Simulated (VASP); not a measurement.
# Si (P2_12_12_1) in VASP: further runs

Runs on Si. Level: PBE. Tasks: single point.

All numbers are computed with VASP 6.6.1; they aren't measurements. Logs are shortened: lines on timing, memory, paths and dates and some standing lists are left out, and cuts for length are marked.

### 1 The cell of the first run

The structure is orthorhombic, space group P2_12_12_1 (No. 19). Conventional cell: a = 3.868 Å, b = 3.868 Å, c = 5.470 Å, α = 90.00°, β = 90.00°, γ = 90.00°. Si (site symmetry 1) has 4 Si at 2.37 Å within 3.1 Å.

### 2 Single point, PBE (atoms displaced along a vibrational mode)

Contents of INCAR:

```
PREC = Accurate
ENCUT = 520
EDIFF = 1E-7
ISMEAR = 0
SIGMA = 0.05
LREAL = F
LASPH = T
NELM = 100
ALGO = Normal
ISIF = 2
LWAVE = F
LCHARG = T
GGA = PE
LELF = T
LVHAR = T
NBANDS = 16
```

Contents of KPOINTS:

```
Automatic mesh
0
Gamma
  8 8 6
```

Contents of POSCAR:

```
Si
1.0
    0.0000000000     -2.7347607592     -2.7347607592
    0.0000000000      2.7347607592     -2.7347607592
    5.4695215184      0.0000000000      0.0000000000
Si
4
Direct
    0.5039640536      0.5145972412      0.0000000000
   -0.0039640536     -0.0145972412      0.5000000000
    1.0039640536      0.4854027588      0.2500000000
    0.4960359464      0.0145972412      0.7500000000
```

Potentials or basis: VASP PAW PBE potentials, release 64 (Si).

Launch:

```bash
> cat potpaw_PBE.64/Si/POTCAR > POTCAR
> mpirun -np 1 vasp_std > vasp.out
```

OUTCAR:

```text
PREC = Accurate
   ENCUT = 520
   EDIFF = 1E-7
   ISMEAR = 0
   LREAL = F
   LASPH = T
   NELM = 100
   ISIF = 2
   GGA = PE

 ion  position               nearest neighbor table
   1  0.504  0.515  0.000-   4 2.37   4 2.37   3 2.37   3 2.37
   2  0.996  0.985  0.500-   3 2.37   3 2.37   4 2.37   4 2.37
   3  0.004  0.485  0.250-   2 2.37   2 2.37   1 2.37   1 2.37
   4  0.496  0.015  0.750-   1 2.37   1 2.37   2 2.37   2 2.37

  LATTYP: Found a simple tetragonal cell.
 ALAT       =     3.8675357555
 C/A-ratio  =     1.4142135624

  Lattice vectors:

 A1 = (   0.0000000000,  -2.7347607592,  -2.7347607592)
 A2 = (   0.0000000000,   2.7347607592,  -2.7347607592)
 A3 = (   5.4695215184,   0.0000000000,   0.0000000000)

Analysis of symmetry for initial positions (statically):
=====================================================================
 Subroutine PRICEL returns:
 Original cell was already a primitive cell.

 Routine SETGRP: Setting up the symmetry group for a
 simple tetragonal supercell.

 Subroutine GETGRP returns: Found  4 space group operations
 (whereof  1 operations were pure point group operations)
 out of a pool of 16 trial point group operations.

The static configuration has the point symmetry C_1 .
 The point group associated with its full space group is D_2 .

Analysis of symmetry for dynamics (positions and initial velocities):
=====================================================================
 Subroutine PRICEL returns:
 Original cell was already a primitive cell.

 Routine SETGRP: Setting up the symmetry group for a
 simple tetragonal supercell.

 Subroutine GETGRP returns: Found  4 space group operations
 (whereof  1 operations were pure point group operations)
 out of a pool of 16 trial point group operations.

The dynamic configuration has the point symmetry C_1 .
 The point group associated with its full space group is D_2 .

 Subroutine INISYM returns: Found  4 space group operations
 (whereof  1 operations are pure point group operations),
 and found     1 'primitive' translations

----------------------------------------------------------------------------------------

                                     Primitive cell

  volume of cell :      81.8122

  direct lattice vectors                    reciprocal lattice vectors
     0.000000000 -2.734760759 -2.734760759     0.000000000 -0.182831349 -0.182831349
     0.000000000  2.734760759 -2.734760759     0.000000000  0.182831349 -0.182831349
     5.469521518  0.000000000  0.000000000     0.182831349  0.000000000  0.000000000

  length of vectors
     3.867535756  3.867535756  5.469521518     0.258562574  0.258562574  0.182831349

  position of ions in fractional coordinates (direct lattice)
     0.503964054  0.514597241  0.000000000
     0.996035946  0.985402759  0.500000000
     0.003964054  0.485402759  0.250000000
     0.496035946  0.014597241  0.750000000

  ion indices of the primitive-cell ions
   primitive index   ion index
                 1           1
                 2           2
                 3           3
                 4           4

----------------------------------------------------------------------------------------

 KPOINTS: Automatic mesh

Automatic generation of k-mesh.
 Grid dimensions read from file:
 generate k-points for:    8    8    6

 Generating k-lattice:

  Cartesian coordinates                     Fractional coordinates (reciprocal lattice)
     0.000000000 -0.022853919 -0.022853919     0.125000000  0.000000000  0.000000000
     0.000000000  0.022853919 -0.022853919     0.000000000  0.125000000  0.000000000
     0.030471892  0.000000000  0.000000000     0.000000000  0.000000000  0.166666667

  Length of vectors
     0.032320322  0.032320322  0.030471892

  Shift w.r.t. Gamma in fractional coordinates (k-lattice)
     0.000000000  0.000000000  0.000000000

 Subroutine IBZKPT returns following result:
 ===========================================

 Found    100 irreducible k-points:

 Following reciprocal coordinates:
            Coordinates               Weight
  0.000000  0.000000  0.000000      1.000000
  0.125000  0.000000  0.000000      2.000000
  0.000000  0.125000  0.000000      2.000000
  0.250000  0.000000  0.000000      2.000000
  0.000000  0.250000  0.000000      2.000000
  0.375000  0.000000  0.000000      2.000000
[... 16 lines left out ...]
  0.500000  0.375000  0.000000      2.000000
 -0.375000  0.500000  0.000000      2.000000
 [... further k-points ...]
   k-points           NKPTS =    100   k-points in BZ     NKDIM =    100   number of bands    NBANDS=     16
   number of dos      NEDOS =    301   number of ions     NIONS =      4
   total plane-waves  NPLWV =  37800
   dimension x,y,z NGX =    30 NGY =   30 NGZ =   42
   dimension x,y,z NGXF=    60 NGYF=   60 NGZF=   84
   ions per type =               4
   NGX,Y,Z   is equivalent  to a cutoff of  12.90, 12.90, 12.77 a.u.
   NGXF,Y,Z  is equivalent  to a cutoff of  25.79, 25.79, 25.53 a.u.
 SYSTEM =  unknown system
   PREC   = accura    normal or accurate (medium, high low for compatibility)
   ISTART =      0    job   : 0-new  1-cont  2-samecut
   ICHARG =      2    charge: 1-file 2-atom 10-const
   ISPIN  =      1    spin polarized calculation?
   LNONCOLLINEAR =      F non collinear calculations
   LSORBIT =      F    spin-orbit coupling
   LASPH  =      T    aspherical Exc in radial PAW
   ENCUT  =  520.0 eV  38.22 Ry    6.18 a.u.   7.19  7.19 10.17*2*pi/ulx,y,z
   NELM   =    100;   NELMIN=  2; NELMDL= -5     # of ELM steps
   EDIFF  = 0.1E-06   stopping-criterion for ELM
   LREAL  =      F    real-space projection
   EDIFFG = 0.1E-05   stopping-criterion for IOM
   NSW    =      0    number of steps for IOM
   IBRION =     -1    ionic relax: 0-MD 1-quasi-New 2-CG
   NFREE  =      0    steps in history (QN), initial steepest desc. (CG)
   ISIF   =      2    stress and relaxation
   ISYM   =      2    0-nonsym 1-usesym 2-fastsym
   POTIM  = 0.5000    time-step for ionic-motion
   TEBEG  =    0.0;   TEEND  =   0.0 temperature during run
   PSTRESS=    0.0 pullay stress
   NELECT =      16.0000    total number of electrons
   NUPDOWN=      -1.0000    fix difference up-down
   EMIN   =  10.00;   EMAX   =-10.00  energy-range for DOS
   EFERMI =   0.00;   METHOD = LEGACY
   ISMEAR =     0;   SIGMA  =   0.05  broadening in eV -4-tet -1-fermi 0-gaus
   EFERMI_NEDOS =   21; number of points for ismear=-14 and -15
   IALGO  =     38    algorithm
   IMIX   =      4    mixing-type and parameters
     AMIX     =   0.40;   BMIX     =  1.00
     AMIX_MAG =   1.60;   BMIX_MAG =  1.00
  volume/ion in A,a.u.               =      20.45       138.02
  Fermi-wavevector in a.u.,A,eV,Ry     =   0.950259  1.795730 12.285964  0.902993
  Thomas-Fermi vector in A             =   2.078619
   LORBIT       =      0    0 simple, 1 ext, 2 COOP (PROOUT), +10 PAW based schemes
   GGA     = PE    functional components
   LHFCALC =     F    Hartree Fock is set to
   AEXX    =    0.0000 exact exchange contribution
   IVDW    =     0    specifies the selected vdW correction
   LEPSILON=     F    determine dielectric tensor
   LRPA    =     F    only Hartree local field effects (RPA)
 non-spin polarized calculation
 Gauss-broadening in eV      SIGMA  =   0.05
  energy-cutoff  :      520.00
  volume of cell :       81.81
 maximum number of plane-waves:      2248
 NGX is ok and might be reduce to    30
   NGX = 15   NGY = 15   NGZ = 21

 number of electron      15.9999999 magnetization

 Free energy of the ion-electron system (eV)
  ---------------------------------------------------
  ext. energy  EPLUGINS =         0.00000000
  ---------------------------------------------------
  free energy    TOTEN  =       -21.68202349 eV

  energy without entropy =      -21.68202349  energy(sigma->0) =      -21.68202349

 E-fermi :   5.8733     XC(G=0):  -9.3286

 val. band max:        5.6249294801   @ k =   0.0000   0.0000   0.0000
 cond. band min:       6.2504746002   @ k =   0.0000   0.0000   0.1667
 fundamental gap:      0.6255451201
 Fermi energy:         5.8733486665

 k-point     1 :       0.0000    0.0000    0.0000
  band No.  band energies     occupation
      1      -6.1969      2.00000
      2      -2.1340      2.00000
      3      -2.1226      2.00000
      4       2.8218      2.00000
      5       2.8303      2.00000
      6       5.5465      2.00000
[... 8 lines left out ...]
     15      13.2979      0.00000
     16      13.3232      0.00000

 k-point     2 :       0.1250    0.0000    0.0000
  band No.  band energies     occupation
      1      -6.0630      2.00000
      2      -2.2055      2.00000
      3      -1.9767      2.00000
      4       2.1716      2.00000
      5       2.9308      2.00000
      6       4.5760      2.00000
[... 8 lines left out ...]
     15      12.7161      0.00000
     16      13.1904      0.00000

 k-point     3 :       0.0000    0.1250    0.0000
  band No.  band energies     occupation
      1      -6.0628      2.00000
      2      -2.1940      2.00000
      3      -1.9881      2.00000
      4       2.1633      2.00000
      5       2.9352      2.00000
      6       4.5525      2.00000
[... 8 lines left out ...]
     15      12.7110      0.00000
     16      13.1885      0.00000

 k-point     4 :       0.2500    0.0000    0.0000
  band No.  band energies     occupation
      1      -5.6667      2.00000
      2      -2.5478      2.00000
      3      -1.5404      2.00000
      4       1.4193      2.00000
      5       2.9483      2.00000
      6       3.2429      2.00000
[... 8 lines left out ...]
     15      11.9526      0.00000
     16      12.9460      0.00000
[... 324 lines left out ...]
 k-point    22 :       0.3750    0.3750    0.0000
  band No.  band energies     occupation
      1      -3.8459      2.00000
      2      -2.0576      2.00000
      3      -2.0514      2.00000
      4      -0.0949      2.00000
      5       2.2740      2.00000
      6       2.2814      2.00000
[... 8 lines left out ...]
     15      13.5663      0.00000
     16      13.5849      0.00000

 k-point    23 :       0.5000    0.3750    0.0000
  band No.  band energies     occupation
      1      -2.9976      2.00000
      2      -2.9976      2.00000
      3      -1.1473      2.00000
      4      -1.1473      2.00000
      5       2.6703      2.00000
      6       2.6703      2.00000
[... 8 lines left out ...]
     15      14.6878      0.00000
     16      14.6878      0.00000

 k-point    24 :      -0.3750    0.5000    0.0000
  band No.  band energies     occupation
      1      -2.9956      2.00000
      2      -2.9956      2.00000
      3      -1.1510      2.00000
      4      -1.1510      2.00000
      5       2.6666      2.00000
      6       2.6666      2.00000
[... 8 lines left out ...]
     15      14.6985      0.00000
     16      14.6985      0.00000

 [... further k-points ...]

------------------------ aborting loop because EDIFF is reached ----------------------------------------

  FORCE on cell =-STRESS in cart. coord.  units (eV):
  Direction    XX          YY          ZZ          XY          YZ          ZX
  --------------------------------------------------------------------------------------
  -------------------------------------------------------------------------------------
  Total       -0.1064862     -0.0766731     -0.0766731      0.0000000     -0.0249200      0.0000000
  in kB       -2.0853843     -1.5015350     -1.5015350      0.0000000     -0.4880238      0.0000000
  external PRESSURE =      -1.6961514 kB  Pullay stress =       0.0000000 kB

 VOLUME and BASIS-vectors are now :
 -----------------------------------------------------------------------------
  energy-cutoff  :      520.00
  volume of cell :       81.81
      direct lattice vectors                 reciprocal lattice vectors
     0.000000000 -2.734760759 -2.734760759     0.000000000 -0.182831349 -0.182831349
     0.000000000  2.734760759 -2.734760759     0.000000000  0.182831349 -0.182831349
     5.469521518  0.000000000  0.000000000     0.182831349  0.000000000  0.000000000

 POSITION                                       TOTAL-FORCE (eV/Angst)
 -----------------------------------------------------------------------------------
      0.00000      0.02908     -2.78552         0.026206     -0.066130      0.113482
      2.73476     -0.02908     -5.41876         0.026206      0.066130     -0.113482
      1.36738      1.31662     -1.33830        -0.026206      0.113482     -0.066130
      4.10214     -1.31662     -1.39646        -0.026206     -0.113482      0.066130
 -----------------------------------------------------------------------------------
    total drift:                                0.000000      0.000000     -0.000000

  FREE ENERGIE OF THE ION-ELECTRON SYSTEM (eV)
  ---------------------------------------------------
  free  energy   TOTEN  =       -21.6820234883 eV

  energy  without entropy=      -21.6820234883  energy(sigma->0) =      -21.68202349
```

Run time: 75 s. Hardware: 1 thread of AMD EPYC 9R45 (Zen 5), shared host; peak memory 0.2 GiB.

What came out:

```yaml
Free_energy: -21.6820 eV
Pressure: -0.2 GPa
Largest_force: 0.134 eV/Å
Band_gap_on_the_k_mesh: 0.63 eV
```

Forces on the atoms (eV/Å):
```
Si   0.026 -0.066  0.113
Si   0.026  0.066 -0.113
Si  -0.026  0.113 -0.066
Si  -0.026 -0.113  0.066
```

Caveat: the cell differs from its parent crystal (atoms displaced along a vibrational mode).

[end of part 1 of 2]
